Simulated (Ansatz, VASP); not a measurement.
One calculation of SiNi, two programs

File INCAR:

```
SYSTEM = SiNi
ALGO     = Normal         ! electronic algorithm
EDIFF    = 1E-6           ! SCF threshold, eV
ENCUT    = 690            ! plane-wave cutoff, eV
GGA_COMPAT= .FALSE.      
ISIF     = 2              ! what is computed and relaxed
ISMEAR   = -1             ! smearing method
ISPIN    = 2              ! spin polarisation
LASPH    = .TRUE.         ! aspherical terms in the spheres
LCHARG   = .FALSE.        ! write CHGCAR
LMAXMIX  = 4              ! l up to which the mixer works
LORBIT   = 11             ! projections on sites
LREAL    = .FALSE.        ! projectors in reciprocal space
LWAVE    = .FALSE.        ! write WAVECAR
MAGMOM   = 1 1 0 0        ! initial moments
NBANDS   = 34             ! bands
NELM     = 200            ! most SCF steps
PREC     = Accurate       ! precision mode
SIGMA    = 0.05           ! smearing width, eV
```

Contents of KPOINTS:

```
k-points
0
G
  9 8 6
  0 0 0
```

File POSCAR:

```
SiNi
1.0
    3.0004866984      0.0000000000      0.0000000000
    0.0000000000      3.3446619823      0.0000000000
    0.0000000000      0.0000000000      4.7691846927
Ni Si
2 2
Direct
    0.5000000000      0.5000000000      0.3424955900
    0.0000000000      0.0000000000      0.6575044100
    0.5000000000      0.5000000000      0.8431431600
    0.0000000000      0.0000000000      0.1568568400
```

File input.yaml:

```yaml
crystal:
  lattice:
    - [3.0004866984, 0.0, 0.0]
    - [0.0, 3.3446619823, 0.0]
    - [0.0, 0.0, 4.7691846927]
  atoms:
    - { symbol: Ni, position: [0.5, 0.5, 0.34249559], spin: 1.0 }
    - { symbol: Ni, position: [0.0, 0.0, 0.65750441], spin: 1.0 }
    - { symbol: Si, position: [0.5, 0.5, 0.84314316] }
    - { symbol: Si, position: [0.0, 0.0, 0.15685684] }
hamiltonian:
  xc: lda
  pseudopotentials: { kind: paw }
magnetization:
  spin_polarized: true
kpoints:
  mp_grid: { grid: [9, 8, 6] }
scf:
  occupations: { method: fermi_dirac, width: 0.05 }
output:
  forces: true
  stress: true
  eigenvalues: true
  write_density: true
  write_potential: true
  elf: true
  volumetric_format: npy
```

Alike in both runs: task single point; functional LDA; k mesh 9 × 8 × 6; occupations fermi-dirac, width 0.05 eV; collinear spin.

|  | VASP | Ansatz |
| --- | --- | --- |
| version | VASP 6.6.1 | Ansatz 0.2.0 |
| potentials or method | VASP PAW LDA potentials, release 64 (Ni_sv_GW, Si) | Ansatz PAW |
| plane-wave cutoff (eV) | 690 | 420 |
| valence electrons in the cell | 44 | 44 |

```csv
,VASP,Ansatz,Ansatz less VASP
gap on the k mesh at the Fermi level (eV),none,none,-
pressure (GPa),-15.5,-14.6,+0.95
"traceless stress, the component that is largest in VASP (GPa)",-3.50,-3.65,-0.154
rms of the force components (eV/Å),0.147,0.155,+0.0085
net moment per atom (μB),0.00,0.00,0.000
```

LDA's correlation is that of Perdew and Zunger in VASP and of Perdew and Wang (1992) in Ansatz. Atom by atom the forces differ by 0.009 eV/Å (rms over components). A gap of «none» marks a metal or a gap that the smearing closes.
